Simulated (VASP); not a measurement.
Input of a VASP 6.6.1 run:

Contents of INCAR:

```
SYSTEM = Sr8Ti8O23
  ALGO = Normal
  EDIFF = 1E-6
  ENCUT = 520
  GGA = PE
  ISIF = 2
  ISMEAR = 0
  LASPH = .TRUE.
  LCHARG = .FALSE.
  LREAL = Auto
  LWAVE = .FALSE.
  NBANDS = 182
  NELECT = 312.0
  NELM = 80
  PREC = Accurate
  SIGMA = 0.02
```

File KPOINTS:

```
Automatic mesh
0
Gamma
  2 2 2
  0.5 0.5 0.5
```

POSCAR

```
Sr8Ti8O23
1.0
    0.0000000000      7.8728452585      0.0000000000
    0.0000000000      0.0000000000      7.8728452585
    7.8728452585      0.0000000000      0.0000000000
Sr Ti O
8 8 23
Direct
    0.5000000000     -0.0089917222     -0.0089917222
    0.5000000000      0.5089917222     -0.0089917222
    0.0000000000     -0.0082233133     -0.0082233133
    0.0000000000      0.5082233133     -0.0082233133
    0.5000000000     -0.0089917222      0.5089917222
    0.5000000000      0.5089917222      0.5089917222
    0.0000000000     -0.0082233133      0.5082233133
    0.0000000000      0.5082233133      0.5082233133
    0.2673933618      0.2500000000      0.2500000000
    0.2459899264      0.7500000000      0.2500000000
    0.7326066382      0.2500000000      0.2500000000
    0.7540100736      0.7500000000      0.2500000000
    0.2459899264      0.2500000000      0.7500000000
    0.2501667327      0.7500000000      0.7500000000
    0.7540100736      0.2500000000      0.7500000000
    0.7498332673      0.7500000000      0.7500000000
    0.2318181290      0.4927725885      0.2500000000
    0.0000000000      0.7500000000      0.2500000000
    0.5000000000      0.2500000000      0.2500000000
    0.5000000000      0.7500000000      0.2500000000
    0.0000000000      0.2500000000      0.7500000000
    0.0000000000      0.7500000000      0.7500000000
    0.5000000000      0.2500000000      0.7500000000
    0.5000000000      0.7500000000      0.7500000000
    0.2318181290      0.0072274115      0.2500000000
    0.7681818710      0.4927725885      0.2500000000
    0.7681818710      0.0072274115      0.2500000000
    0.2515704940      0.4994469906      0.7500000000
    0.2515704940      0.0005530094      0.7500000000
    0.7484295060      0.4994469906      0.7500000000
    0.7484295060      0.0005530094      0.7500000000
    0.2318181290      0.2500000000      0.4927725885
    0.2515704940      0.7500000000      0.4994469906
    0.7681818710      0.2500000000      0.4927725885
    0.7484295060      0.7500000000      0.4994469906
    0.2318181290      0.2500000000      0.0072274115
    0.2515704940      0.7500000000      0.0005530094
    0.7681818710      0.2500000000      0.0072274115
    0.7484295060      0.7500000000      0.0005530094
```

Potentials or basis: VASP PAW PBE potentials, release 64 (Sr_sv, Ti_sv, O).

Command:

```sh
$ cat potpaw_PBE.64/Sr_sv/POTCAR potpaw_PBE.64/Ti_sv/POTCAR potpaw_PBE.64/O/POTCAR > POTCAR
$ mpirun -np 1 vasp_std > vasp.out
```

Task: What does it give for the largest force?

Result: 0.045 eV/Å.

Forces on the atoms (eV/Å):
```
Sr   0.019  0.000  0.019
Sr   0.019  0.000 -0.019
Sr   0.010  0.000  0.010
Sr   0.010  0.000 -0.010
Sr  -0.019  0.000  0.019
Sr  -0.019  0.000 -0.019
Sr  -0.010  0.000  0.010
Sr  -0.010  0.000 -0.010
Ti   0.000 -0.035  0.000
Ti   0.000  0.045  0.000
Ti   0.000  0.035  0.000
Ti   0.000 -0.045  0.000
Ti   0.000  0.045  0.000
Ti   0.000  0.019  0.000
Ti   0.000 -0.045  0.000
Ti   0.000 -0.019  0.000
O    0.000 -0.003  0.030
O    0.000  0.000  0.000
O    0.000  0.000  0.000
O    0.000  0.000  0.000
O    0.000  0.000  0.000
O    0.000  0.000  0.000
O    0.000  0.000  0.000
O    0.000  0.000  0.000
O    0.000 -0.003 -0.030
O    0.000  0.003  0.030
O    0.000  0.003 -0.030
O    0.000  0.010  0.008
O    0.000  0.010 -0.008
O    0.000 -0.010  0.008
O    0.000 -0.010 -0.008
O    0.030 -0.003  0.000
O    0.008  0.010  0.000
O    0.030  0.003  0.000
O    0.008 -0.010  0.000
O   -0.030 -0.003  0.000
O   -0.008  0.010  0.000
O   -0.030  0.003  0.000
O   -0.008 -0.010  0.000
```

Caveat: the cell carries a net charge on a neutralising background, which shifts energy and pressure; the cell differs from its parent crystal (atoms taken out, then relaxed in part).
